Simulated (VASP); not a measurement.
# Ta4N3 (P4mm) in VASP: single point with PBEsol

Aim: the single point of Ta4N3 with PBEsol.

Program: VASP 6.6.1. These are calculated values, not measurements. Logs are shortened: lines on timing, memory, paths and dates and some standing lists are left out, and cuts for length are marked.

## 1. The cell of the first run

The structure is tetragonal, space group P4mm (No. 99). The conventional cell has a = 4.357 Å, b = 4.357 Å, c = 8.795 Å, α = 90.00°, β = 90.00°, γ = 90.00°. Ta (site symmetry 2mm) has 4 N at 2.14 to 2.18 Å within 2.8 Å. Within 2.8 Å of Ta (site symmetry 2mm) lie 4 N at 2.14 to 2.39 Å. Within 2.9 Å of Ta (site symmetry 4mm) lie 5 N at 2.18 to 2.23 Å. Within 3.2 Å of Ta (site symmetry 4mm) lie 5 N at 2.18 to 2.23 Å and 12 Ta at 2.99 to 3.12 Å. Ta (site symmetry 4mm) has 5 N at 2.18 to 2.48 Å and 8 Ta at 2.99 to 3.09 Å within 3.1 Å. Ta (site symmetry 4mm) has 5 N at 2.18 to 2.23 Å and 12 Ta at 2.99 to 3.12 Å within 3.2 Å. Within 2.8 Å of N (site symmetry 2mm) lie 6 Ta at 2.14 to 2.18 Å. Within 2.8 Å of N (site symmetry 2mm) lie 6 Ta at 2.14 to 2.39 Å.

## 2. Single point, PBEsol (the distance across one plane changed)

INCAR reads:

```
SYSTEM = Ta4N3
PREC = Accurate ; ENCUT = 520
EDIFF = 1E-7 ; ISMEAR = 0
SIGMA = 0.15 ; LREAL = .False.
LASPH = .True. ; NELM = 100
ALGO = Normal ; ISIF = 2
LWAVE = .False. ; LCHARG = .False.
GGA = PS ; NBANDS = 72
```

KPOINTS reads:

```
regular mesh
0
Gamma
  9 9 5
  0 0 0
```

POSCAR reads:

```
Ta4N3
1.0
   -4.3571443853      0.0000000000      0.0000000000
    0.0000000000     -4.3571443853      0.0000000000
    0.0000000000      0.0000000000      8.7953519637
Ta N
8 6
Direct
    0.5000000000      0.0000000000      0.6019884251
    0.0000000000      0.5000000000      0.1162004771
    0.0000000000      0.0000000000      0.8553304779
    0.5000000000      0.5000000000      0.3695425300
    0.5000000000      0.0000000000      0.1162004771
    0.0000000000      0.5000000000      0.6019884251
    0.5000000000      0.5000000000      0.8344343202
    1.0000000000      1.0000000000      0.3486463723
    0.5000000000      1.0000000000      0.3590944511
    0.0000000000      0.5000000000      0.8448823991
    0.0000000000      0.0000000000      0.6019884251
    0.5000000000      0.5000000000      0.1162004771
    1.0000000000      0.5000000000      0.3590944511
    0.5000000000      0.0000000000      0.8448823991
```

Potentials or basis: VASP PAW PBE potentials, release 64 (Ta_pv, N).

On the command line:

```bash
cat potpaw_PBE.64/Ta_pv/POTCAR potpaw_PBE.64/N/POTCAR > POTCAR
mpirun -np 1 vasp_std > vasp.out
```

OUTCAR:

```text
SYSTEM = Ta4N3
   PREC = Accurate
   ENCUT = 520
   EDIFF = 1E-7
   ISMEAR = 0
   LREAL = .False.
   LASPH = .True.
   NELM = 100
   ISIF = 2
   GGA = PS

 ion  position               nearest neighbor table
   1  0.500  0.000  0.602-   9 2.14  14 2.14  11 2.18  11 2.18   4 2.99   4 2.99   7 2.99   7 2.99
                             6 3.08   6 3.08   6 3.08   6 3.08   8 3.12   8 3.12   3 3.12   3 3.12
   2  0.000  0.500  0.116-  13 2.14  12 2.18  12 2.18  10 2.39   8 2.99   8 2.99   5 3.08   5 3.08
                             5 3.08   5 3.08   4 3.12   4 3.12   3 3.16   3 3.16   7 3.30   7 3.30
   3  0.000  0.000  0.855-  10 2.18  14 2.18  10 2.18  14 2.18  11 2.23   7 3.09   7 3.09   7 3.09
                             7 3.09   1 3.12   6 3.12   1 3.12   6 3.12   5 3.16   2 3.16   2 3.16
   4  0.500  0.500  0.370-   9 2.18  13 2.18   9 2.18  13 2.18  12 2.23   1 2.99   6 2.99   6 2.99
                             1 2.99   8 3.09   8 3.09   8 3.09   8 3.09   5 3.12   2 3.12   5 3.12
   5  0.500  0.000  0.116-   9 2.14  12 2.18  12 2.18  14 2.39   8 2.99   8 2.99   2 3.08   2 3.08
                             2 3.08   2 3.08   4 3.12   4 3.12   3 3.16   3 3.16   7 3.30   7 3.30
   6  0.000  0.500  0.602-  13 2.14  10 2.14  11 2.18  11 2.18   4 2.99   4 2.99   7 2.99   7 2.99
                             1 3.08   1 3.08   1 3.08   1 3.08   8 3.12   8 3.12   3 3.12   3 3.12
   7  0.500  0.500  0.834-  10 2.18  14 2.18  14 2.18  10 2.18  12 2.48   1 2.99   6 2.99   6 2.99
                             1 2.99   3 3.09   3 3.09   3 3.09   3 3.09   5 3.30   5 3.30   2 3.30
   8  0.000  0.000  0.349-   9 2.18  13 2.18  13 2.18   9 2.18  11 2.23   2 2.99   5 2.99   5 2.99
                             2 2.99   4 3.09   4 3.09   4 3.09   4 3.09   1 3.12   6 3.12   6 3.12
   9  0.500  0.000  0.359-   1 2.14   5 2.14   8 2.18   8 2.18   4 2.18   4 2.18
  10  0.000  0.500  0.845-   6 2.14   3 2.18   3 2.18   7 2.18   7 2.18   2 2.39
  11  0.000  0.000  0.602-   1 2.18   6 2.18   6 2.18   1 2.18   8 2.23   3 2.23
  12  0.500  0.500  0.116-   2 2.18   5 2.18   5 2.18   2 2.18   4 2.23   7 2.48
  13  0.000  0.500  0.359-   2 2.14   6 2.14   8 2.18   8 2.18   4 2.18   4 2.18
  14  0.500  0.000  0.845-   1 2.14   3 2.18   3 2.18   7 2.18   7 2.18   5 2.39

  LATTYP: Found a simple tetragonal cell.
 ALAT       =     4.3571443853
 C/A-ratio  =     2.0186046607

  Lattice vectors:

 A1 = (  -4.3571443853,   0.0000000000,   0.0000000000)
 A2 = (   0.0000000000,  -4.3571443853,   0.0000000000)
 A3 = (   0.0000000000,   0.0000000000,   8.7953519637)

Analysis of symmetry for initial positions (statically):
=====================================================================
 Subroutine PRICEL returns:
 Original cell was already a primitive cell.

 Routine SETGRP: Setting up the symmetry group for a
 simple tetragonal supercell.

 Subroutine GETGRP returns: Found  8 space group operations
 (whereof  8 operations were pure point group operations)
 out of a pool of 16 trial point group operations.

The static configuration has the point symmetry C_4v.

Analysis of symmetry for dynamics (positions and initial velocities):
=====================================================================
 Subroutine PRICEL returns:
 Original cell was already a primitive cell.

 Routine SETGRP: Setting up the symmetry group for a
 simple tetragonal supercell.

 Subroutine GETGRP returns: Found  8 space group operations
 (whereof  8 operations were pure point group operations)
 out of a pool of 16 trial point group operations.

The dynamic configuration has the point symmetry C_4v.

 Subroutine INISYM returns: Found  8 space group operations
 (whereof  8 operations are pure point group operations),
 and found     1 'primitive' translations

----------------------------------------------------------------------------------------

                                     Primitive cell

  volume of cell :     166.9772

  direct lattice vectors                    reciprocal lattice vectors
    -4.357144385  0.000000000  0.000000000    -0.229508116  0.000000000  0.000000000
     0.000000000 -4.357144385  0.000000000     0.000000000 -0.229508116  0.000000000
     0.000000000  0.000000000  8.795351964     0.000000000  0.000000000  0.113696416

  length of vectors
     4.357144385  4.357144385  8.795351964     0.229508116  0.229508116  0.113696416

  position of ions in fractional coordinates (direct lattice)
     0.500000000  0.000000000  0.601988425
     0.000000000  0.500000000  0.116200477
     0.000000000  0.000000000  0.855330478
     0.500000000  0.500000000  0.369542530
     0.500000000  0.000000000  0.116200477
     0.000000000  0.500000000  0.601988425
     0.500000000  0.500000000  0.834434320
     0.000000000  0.000000000  0.348646372
     0.500000000  0.000000000  0.359094451
[... 50 lines left out ...]
            Coordinates               Weight
  0.000000  0.000000  0.000000      1.000000
  0.111111  0.000000  0.000000      4.000000
  0.222222  0.000000  0.000000      4.000000
  0.333333  0.000000  0.000000      4.000000
  0.444444  0.000000  0.000000      4.000000
  0.111111  0.111111  0.000000      4.000000
[... 16 lines left out ...]
  0.333333  0.111111  0.200000     16.000000
  0.444444  0.111111  0.200000     16.000000
 [... further k-points ...]
   k-points           NKPTS =     45   k-points in BZ     NKDIM =     45   number of bands    NBANDS=     72
   number of dos      NEDOS =    301   number of ions     NIONS =     14
   total plane-waves  NPLWV =  71680
   dimension x,y,z NGX =    32 NGY =   32 NGZ =   70
   dimension x,y,z NGXF=    64 NGYF=   64 NGZF=  140
   ions per type =               8   6
   NGX,Y,Z   is equivalent  to a cutoff of  12.21, 12.21, 13.23 a.u.
   NGXF,Y,Z  is equivalent  to a cutoff of  24.42, 24.42, 26.46 a.u.
 SYSTEM =  Ta4N3
   PREC   = accura    normal or accurate (medium, high low for compatibility)
   ISTART =      0    job   : 0-new  1-cont  2-samecut
   ICHARG =      2    charge: 1-file 2-atom 10-const
   ISPIN  =      1    spin polarized calculation?
   LNONCOLLINEAR =      F non collinear calculations
   LSORBIT =      F    spin-orbit coupling
   LASPH  =      T    aspherical Exc in radial PAW
   ENCUT  =  520.0 eV  38.22 Ry    6.18 a.u.   8.10  8.10 16.35*2*pi/ulx,y,z
   NELM   =    100;   NELMIN=  2; NELMDL= -5     # of ELM steps
   EDIFF  = 0.1E-06   stopping-criterion for ELM
   LREAL  =      F    real-space projection
   EDIFFG = 0.1E-05   stopping-criterion for IOM
   NSW    =      0    number of steps for IOM
   IBRION =     -1    ionic relax: 0-MD 1-quasi-New 2-CG
   NFREE  =      0    steps in history (QN), initial steepest desc. (CG)
   ISIF   =      2    stress and relaxation
   ISYM   =      2    0-nonsym 1-usesym 2-fastsym
   POTIM  = 0.5000    time-step for ionic-motion
   TEBEG  =    0.0;   TEEND  =   0.0 temperature during run
   PSTRESS=    0.0 pullay stress
   NELECT =     118.0000    total number of electrons
   NUPDOWN=      -1.0000    fix difference up-down
   EMIN   =  10.00;   EMAX   =-10.00  energy-range for DOS
   EFERMI =   0.00;   METHOD = LEGACY
   ISMEAR =     0;   SIGMA  =   0.15  broadening in eV -4-tet -1-fermi 0-gaus
   EFERMI_NEDOS =   21; number of points for ismear=-14 and -15
   IALGO  =     38    algorithm
   IMIX   =      4    mixing-type and parameters
     AMIX     =   0.40;   BMIX     =  1.00
     AMIX_MAG =   1.60;   BMIX_MAG =  1.00
  volume/ion in A,a.u.               =      11.93        80.49
  Fermi-wavevector in a.u.,A,eV,Ry     =   1.458198  2.755594 28.930626  2.126341
  Thomas-Fermi vector in A             =   2.574910
   LORBIT       =      0    0 simple, 1 ext, 2 COOP (PROOUT), +10 PAW based schemes
   GGA     = PS    functional components
   LHFCALC =     F    Hartree Fock is set to
   AEXX    =    0.0000 exact exchange contribution
   IVDW    =     0    specifies the selected vdW correction
   LEPSILON=     F    determine dielectric tensor
   LRPA    =     F    only Hartree local field effects (RPA)
 non-spin polarized calculation
 Gauss-broadening in eV      SIGMA  =   0.15
  energy-cutoff  :      520.00
  volume of cell :      166.98
 maximum number of plane-waves:      4534
   NGX = 17   NGY = 17   NGZ = 33

 number of electron     118.0000034 magnetization

 Free energy of the ion-electron system (eV)
  ---------------------------------------------------
  ext. energy  EPLUGINS =         0.00000000
  ---------------------------------------------------
  free energy    TOTEN  =      -166.64469190 eV

  energy without entropy =     -166.59508896  energy(sigma->0) =     -166.61989043

 E-fermi :   7.9803     XC(G=0): -13.2733

 val. band max:        7.9711083401   @ k =   0.4444   0.0000   0.2000
 cond. band min:       8.0081694520   @ k =   0.4444   0.2222   0.4000
 fundamental gap:      0.0370611119
 Fermi energy:         7.9802817237

 k-point     1 :       0.0000    0.0000    0.0000
  band No.  band energies     occupation
      1     -27.8671      2.00000
      2     -27.8671      2.00000
      3     -27.7750      2.00000
      4     -27.7750      2.00000
      5     -27.6910      2.00000
      6     -27.4537      2.00000
[... 1765 lines left out ...]
     70      10.4384      0.00000
     71      10.5355      0.00000

 [... further k-points ...]

 [bands above 71 left out]

------------------------ aborting loop because EDIFF is reached ----------------------------------------

  FORCE on cell =-STRESS in cart. coord.  units (eV):
  Direction    XX          YY          ZZ          XY          YZ          ZX
  --------------------------------------------------------------------------------------
  -------------------------------------------------------------------------------------
  Total       -3.2895440     -3.2895440    -12.1425941      0.0000000      0.0000000      0.0000000
  in kB      -31.5637905    -31.5637905   -116.5104641      0.0000000      0.0000000      0.0000000
  external PRESSURE =     -59.8793483 kB  Pullay stress =       0.0000000 kB

 VOLUME and BASIS-vectors are now :
 -----------------------------------------------------------------------------
  energy-cutoff  :      520.00
  volume of cell :      166.98
      direct lattice vectors                 reciprocal lattice vectors
    -4.357144385  0.000000000  0.000000000    -0.229508116  0.000000000  0.000000000
     0.000000000 -4.357144385  0.000000000     0.000000000 -0.229508116  0.000000000
     0.000000000  0.000000000  8.795351964     0.000000000  0.000000000  0.113696416

 POSITION                                       TOTAL-FORCE (eV/Angst)
 -----------------------------------------------------------------------------------
     -2.17857      0.00000      5.29470        -0.000000     -0.000000      0.040279
      0.00000     -2.17857      1.02202        -0.000000     -0.000000     -1.053262
      0.00000      0.00000      7.52293        -0.000000     -0.000000      0.727315
     -2.17857     -2.17857      3.25026         0.000000      0.000000     -0.295480
     -2.17857      0.00000      1.02202        -0.000000     -0.000000     -1.053262
      0.00000     -2.17857      5.29470        -0.000000     -0.000000      0.040279
     -2.17857     -2.17857      7.33914        -0.000000     -0.000000      0.755808
      0.00000      0.00000      3.06647        -0.000000     -0.000000     -0.326760
     -2.17857      0.00000      3.15836        -0.000000     -0.000000     -0.390312
      0.00000     -2.17857      7.43104        -0.000000     -0.000000      1.422862
      0.00000      0.00000      5.29470        -0.000000     -0.000000      0.025534
     -2.17857     -2.17857      1.02202        -0.000000     -0.000000     -0.925548
      0.00000     -2.17857      3.15836        -0.000000     -0.000000     -0.390312
     -2.17857      0.00000      7.43104        -0.000000     -0.000000      1.422862
 -----------------------------------------------------------------------------------
    total drift:                               -0.000000     -0.000000     -0.001435

  FREE ENERGIE OF THE ION-ELECTRON SYSTEM (eV)
  ---------------------------------------------------
  free  energy   TOTEN  =      -166.6446918975 eV

  energy  without entropy=     -166.5950889614  energy(sigma->0) =     -166.61989043
```

It took 5.4 min on 1 thread of Intel Xeon 6975P-C (Granite Rapids), shared host; peak memory 0.51 GiB.

Results:

```
Free energy            : -166.6447 eV
Pressure               : -6.0 GPa
Largest force          : 1.423 eV/Å
Band gap on the k mesh : zero (bands 59 and 60 overlap by 2.26 eV)
```

Forces on the atoms (eV/Å):
```
Ta   0.000  0.000  0.040
Ta   0.000  0.000 -1.053
Ta   0.000  0.000  0.727
Ta   0.000  0.000 -0.295
Ta   0.000  0.000 -1.053
Ta   0.000  0.000  0.040
Ta   0.000  0.000  0.756
Ta   0.000  0.000 -0.327
N    0.000  0.000 -0.390
N    0.000  0.000  1.423
N    0.000  0.000  0.026
N    0.000  0.000 -0.926
N    0.000  0.000 -0.390
N    0.000  0.000  1.423
```

Stress tensor (GPa, compression positive):
```
 -3.16   0.00   0.00
  0.00  -3.16   0.00
  0.00   0.00 -11.65
```

Levels at points of the mesh, in eV from the Fermi level:
```csv
k point,band 57,band 58,band 59,band 60,band 61,band 62,band 63,band 64
"(0.00, 0.00, 0.00)",-1.10,-1.10,-0.75,-0.75,0.66,0.66,0.90,0.90
```

Caveat: the cell differs from its parent crystal (the distance across one plane changed); the cell stands under tension; the PAW data sets were made with another functional, which shifts forces and pressure a little; spin-orbit coupling is left out, which moves the levels of the heavy elements.
